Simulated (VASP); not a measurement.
# MnO (Fm-3m) in VASP: further runs, part 2 of 2

VASP 6.6.1.

## Step 3: Single point, LDA+U, collinear spin, ferromagnetic start

INCAR reads:

```
ALGO     = Normal         # electronic algorithm
EDIFF    = 1E-6           # SCF threshold, eV
ENCUT    = 700            # plane-wave cutoff, eV
GGA      = CA             # functional
GGA_COMPAT= F            
ISIF     = 2              # what is computed and relaxed
ISMEAR   = 0              # smearing method
ISPIN    = 2              # spin polarisation
LASPH    = T              # aspherical terms in the spheres
LCHARG   = F              # write CHGCAR
LDAU     = T              # DFT+U
LDAUJ    = 0.7 0        
LDAUL    = 2 -1           # shell
LDAUPRINT= 1            
LDAUTYPE = 1            
LDAUU    = 4 0            # U, eV
LMAXMIX  = 4              # l up to which the mixer works
LORBIT   = 11             # projections on sites
LREAL    = F              # projectors in reciprocal space
LWAVE    = F              # write WAVECAR
MAGMOM   = 5 0            # initial moments
NBANDS   = 22             # bands
NELM     = 200            # most SCF steps
PREC     = Accurate       # precision mode
SIGMA    = 0.05           # smearing width, eV
```

KPOINTS reads:

```
k-points
0
Gamma
  7 7 7
```

POSCAR reads:

```
MnO
1.0
    0.0000000000      2.2220003300      2.2220003300
    2.2220003300      0.0000000000      2.2220003300
    2.2220003300      2.2220003300      0.0000000000
Mn O
1 1
Direct
    0.0000000000      0.0000000000      0.0000000000
    0.5000000000      0.5000000000      0.5000000000
```

Potentials or basis: VASP PAW LDA potentials, release 64 (Mn_sv, O).

Run with:

```bash
> cat potpaw_LDA.64/Mn_sv/POTCAR potpaw_LDA.64/O/POTCAR > POTCAR
> mpirun -np 1 vasp_std > vasp.out
```

OUTCAR:

```text
EDIFF = 1E-6
   ENCUT = 700
   GGA = CA
   ISIF = 2
   ISMEAR = 0
   ISPIN = 2
   LASPH = T
   LORBIT = 11
   LREAL = F
   NELM = 200
   PREC = Accurate

 ion  position               nearest neighbor table
   1  0.000  0.000  0.000-   2 2.22   2 2.22   2 2.22   2 2.22   2 2.22   2 2.22
   2  0.500  0.500  0.500-   1 2.22   1 2.22   1 2.22   1 2.22   1 2.22   1 2.22

  LATTYP: Found a face centered cubic cell.
 ALAT       =     4.4440006600

  Lattice vectors:

 A1 = (   0.0000000000,   2.2220003300,   2.2220003300)
 A2 = (   2.2220003300,   0.0000000000,   2.2220003300)
 A3 = (   2.2220003300,   2.2220003300,   0.0000000000)

Analysis of symmetry for initial positions (statically):
=====================================================================
 Subroutine PRICEL returns:
 Original cell was already a primitive cell.

[... 728 lines left out ...]
  band No.  band energies     occupation
      1     -67.0229      1.00000
      2     -36.3552      1.00000
      3     -36.3552      1.00000
      4     -36.3552      1.00000
      5     -10.4443      1.00000
      6       5.7700      1.00000
[... 489 lines left out ...]
     21      36.2361      0.00000
     22      37.2518      0.00000

------------------------ aborting loop because EDIFF is reached ----------------------------------------

  FORCE on cell =-STRESS in cart. coord.  units (eV):
  Direction    XX          YY          ZZ          XY          YZ          ZX
  --------------------------------------------------------------------------------------
  -------------------------------------------------------------------------------------
  Total       -0.8971173     -0.8971173     -0.8971173      0.0000000      0.0000000      0.0000000
  in kB      -65.5084694    -65.5084694    -65.5084694      0.0000000      0.0000000      0.0000000
  external PRESSURE =     -65.5084694 kB  Pullay stress =       0.0000000 kB

 VOLUME and BASIS-vectors are now :
 -----------------------------------------------------------------------------
  energy-cutoff  :      700.00
  volume of cell :       21.94
      direct lattice vectors                 reciprocal lattice vectors
     0.000000000  2.222000330  2.222000330    -0.225022469  0.225022469  0.225022469
     2.222000330  0.000000000  2.222000330     0.225022469 -0.225022469  0.225022469
     2.222000330  2.222000330  0.000000000     0.225022469  0.225022469 -0.225022469

 POSITION                                       TOTAL-FORCE (eV/Angst)
 -----------------------------------------------------------------------------------
      0.00000      0.00000      0.00000        -0.000000     -0.000000     -0.000000
      2.22200      2.22200      2.22200         0.000000      0.000000      0.000000
 -----------------------------------------------------------------------------------
    total drift:                                0.000000      0.000000      0.000000

  FREE ENERGIE OF THE ION-ELECTRON SYSTEM (eV)
  ---------------------------------------------------
  free  energy   TOTEN  =       -16.5112948894 eV

  energy  without entropy=      -16.5111868370  energy(sigma->0) =      -16.51124086

 total charge

# of ion       s       p       d       tot
------------------------------------------
    1        2.120   6.014   4.735  12.869
    2        1.540   3.427   0.000   4.967
--------------------------------------------------
tot          3.660   9.441   4.735  17.836

 magnetization (x)

# of ion       s       p       d       tot
------------------------------------------
    1        0.020   0.013   4.397   4.430
    2        0.025   0.172   0.000   0.198
--------------------------------------------------
tot          0.045   0.185   4.397   4.628
```

stdout:

```text
POSCAR found type information on POSCAR MnO
 POSCAR found :  2 types and       2 ions
 scaLAPACK will be used
 LDA part: xc-table for (Slater(with rela. corr.)+CA(PZ))
 , standard interpolation
 POSCAR, INCAR and KPOINTS ok, starting setup
 FFT: planning ... GRIDC
 FFT: planning ... GRID_SOFT
 FFT: planning ... GRID
 WAVECAR not read
 entering main loop
```

Run time: 38 s. Hardware: 1 thread of Intel Xeon Platinum 8259CL at 2.50GHz (Skylake/Cascade Lake), shared host; peak memory 0.16 GiB.

What came out:

* Free energy: -16.5113 eV
* Pressure: -6.6 GPa
* Band gap on the k mesh: 0.10 eV (least direct gap 2.61 eV)
* Net moment: 5.00 μB per cell
* Site moments: Mn +4.43; O +0.20 μB
* Valence electrons inside the program's atomic spheres: Mn 12.87; O 4.97

Eigenvalues of the final occupation matrices:
```csv
site,spin,trace,eigenvalues
site 1 d,1,4.59,0.90 0.90 0.90 0.94 0.94
site 1 d,2,0.17,0.02 0.02 0.02 0.06 0.06
```

Caveat: the cell stands under tension; semilocal functionals underestimate gaps, and a narrow one can read as zero; an odd mesh through Γ misses points on the zone boundary, where band edges can lie; a cell with one magnetic atom can't hold antiferromagnetic order, which such compounds often take.

## Step 4: Single point, LDA+U, collinear spin, ferromagnetic start

INCAR reads:

```
PREC = Accurate
ENCUT = 700
EDIFF = 1E-6
ISMEAR = 0
SIGMA = 0.05
LREAL = F
LASPH = T
NELM = 200
ALGO = Normal
ISIF = 2
LWAVE = F
LCHARG = F
ISPIN = 2
MAGMOM = 4.66 0.24
LORBIT = 11
LMAXMIX = 4
LDAU = T
LDAUTYPE = 1
LDAUL = 2 -1
LDAUU = 4 0
LDAUJ = 0.7 0
LDAUPRINT = 1
NBANDS = 22
GGA_COMPAT = F
```

KPOINTS reads:

```
Automatic mesh
0
Gamma
  7 7 7
```

POSCAR is that of step 3.

Run with:

```bash
> cat potpaw_LDA.64/Mn_sv/POTCAR potpaw_LDA.64/O/POTCAR > POTCAR
> mpirun -np 1 vasp_std > vasp.out
```

Wall time 20 s (1 thread of Intel Xeon Platinum 8488C (Sapphire Rapids), shared host); peak memory 0.15 GiB.

Results (log left out):

* Free energy: -16.5113 eV
* Pressure: -6.5 GPa
* Band gap on the k mesh: 0.10 eV (least direct gap 2.61 eV)
* Net moment: 5.00 μB per cell
* Site moments: Mn +4.43; O +0.20 μB
* Valence electrons inside the program's atomic spheres: Mn 12.87; O 4.97

Levels at points of the mesh, in eV from the valence-band top:
Spin up:
| k point | band 10 | band 11 | band 12 | band 13 | band 14 | band 15 | band 16 | band 17 |
| --- | --- | --- | --- | --- | --- | --- | --- | --- |
| (0.00, 0.00, 0.00) | -3.38 | -3.11 | -3.11 | -3.11 | 0.10 | 14.36 | 16.20 | 16.20 |
Spin down:
```csv
k point,band 4,band 5,band 6,band 7,band 8,band 9,band 10,band 11,band 12,band 13
"(0.00, 0.00, 0.00)",-44.78,-18.87,-2.66,-2.66,-2.66,1.20,2.30,2.30,2.30,3.02
```

Eigenvalues of the final occupation matrices:
| site | spin | trace | eigenvalues |
| --- | --- | --- | --- |
| site 1 d | 1 | 4.59 | 0.90 0.90 0.90 0.94 0.94 |
| site 1 d | 2 | 0.17 | 0.02 0.02 0.02 0.06 0.06 |

Caveat: the cell stands under tension; semilocal functionals underestimate gaps, and a narrow one can read as zero; an odd mesh through Γ misses points on the zone boundary, where band edges can lie; a cell with one magnetic atom can't hold antiferromagnetic order, which such compounds often take.

## Step 5: Single point, LDA+U, collinear spin, ferromagnetic start

INCAR reads:

```
ALGO     = Normal         # electronic algorithm
EDIFF    = 1E-6           # SCF threshold, eV
ENCUT    = 700            # plane-wave cutoff, eV
GGA      = CA             # functional
GGA_COMPAT= F            
ISIF     = 2              # what is computed and relaxed
ISMEAR   = 0              # smearing method
ISPIN    = 2              # spin polarisation
LASPH    = T              # aspherical terms in the spheres
LCHARG   = F              # write CHGCAR
LDAU     = T              # DFT+U
LDAUJ    = 0.7 0        
LDAUL    = 2 -1           # shell
LDAUPRINT= 1            
LDAUTYPE = 1            
LDAUU    = 4 0            # U, eV
LMAXMIX  = 4              # l up to which the mixer works
LORBIT   = 11             # projections on sites
LREAL    = F              # projectors in reciprocal space
LWAVE    = F              # write WAVECAR
MAGMOM   = 4.66 0.24      # initial moments
NBANDS   = 22             # bands
NELM     = 200            # most SCF steps
PREC     = Accurate       # precision mode
SIGMA    = 0.05           # smearing width, eV
```

KPOINTS reads:

```
k-points
0
Gamma
  7 7 7
```

POSCAR is that of step 4.

Run with:

```bash
> cat potpaw_LDA.64/Mn_sv/POTCAR potpaw_LDA.64/O/POTCAR > POTCAR
> mpirun -np 1 vasp_std > vasp.out
```

Run time: 20 s. Hardware: 1 thread of AMD EPYC 9R45 (Zen 5), shared host; peak memory 0.13 GiB.

Results (log left out):

| Item | Value |
| --- | --- |
| Free energy | -16.5113 eV |
| Pressure | -6.5 GPa |
| Band gap on the k mesh | 0.10 eV (least direct gap 2.61 eV) |
| Net moment | 5.00 μB per cell |
| Site moments | Mn +4.43; O +0.20 μB |
| Valence electrons inside the program's atomic spheres | Mn 12.87; O 4.97 |

Levels at points of the mesh, in eV from the valence-band top:
Spin up:
```tsv
k point	band 11	band 12	band 13	band 14	band 15	band 16
(0.00, 0.00, 0.00)	-3.11	-3.11	-3.11	0.10	14.36	16.20
```
Spin down:
| k point | band 4 | band 5 | band 6 | band 7 | band 8 | band 9 | band 10 | band 11 | band 12 | band 13 |
| --- | --- | --- | --- | --- | --- | --- | --- | --- | --- | --- |
| (0.00, 0.00, 0.00) | -44.78 | -18.87 | -2.66 | -2.66 | -2.66 | 1.20 | 2.30 | 2.30 | 2.30 | 3.02 |

Eigenvalues of the final occupation matrices:
```
    site  spin  trace               eigenvalues
site 1 d     1   4.59  0.90 0.90 0.90 0.94 0.94
site 1 d     2   0.17  0.02 0.02 0.02 0.06 0.06
```

Caveat: the cell stands under tension; semilocal functionals underestimate gaps, and a narrow one can read as zero; an odd mesh through Γ misses points on the zone boundary, where band edges can lie; a cell with one magnetic atom can't hold antiferromagnetic order, which such compounds often take.
